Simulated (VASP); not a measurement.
Runs of VASP 6.6.1 on Sc. The structure is that of space group Fd-3m (No. 227), or close to it. The cells are those of the table. This isn't the form of Sc at room conditions, which is hcp.

```tsv
task	cell	k mesh	cutoff (eV)	gap on the mesh (eV)	pressure (GPa)	relaxed volume (Å³/atom)
relaxation of cell and atoms	relaxed from a = 4.324 Å, angles 60.0°, 2 atoms	16 × 16 × 16	600	none	0.0	30.66
single point	a = 4.324 Å, angles 60.0°, 2 atoms	6 × 6 × 6	520	none	0.5	-
single point	a = 4.423 Å, angles 60.0°, 2 atoms	16 × 16 × 16	520	none	0.0	-
relaxation of cell and atoms	relaxed from a = 4.423 Å, angles 60.0°, 2 atoms	16 × 16 × 16	600	none	0.0	(a)
```

Alike in all rows: level PBEsol; potentials or basis VASP PAW PBE potentials, release 64 (Sc_sv); no spin polarisation; smearing gaussian 0.1 eV.

Q: Estimate the missing entries.

A: (a) 30.64.

Caveats: the PAW data sets were made with another functional, which shifts forces and pressure a little.

A gap of «none» marks levels without a gap at the run's occupations.
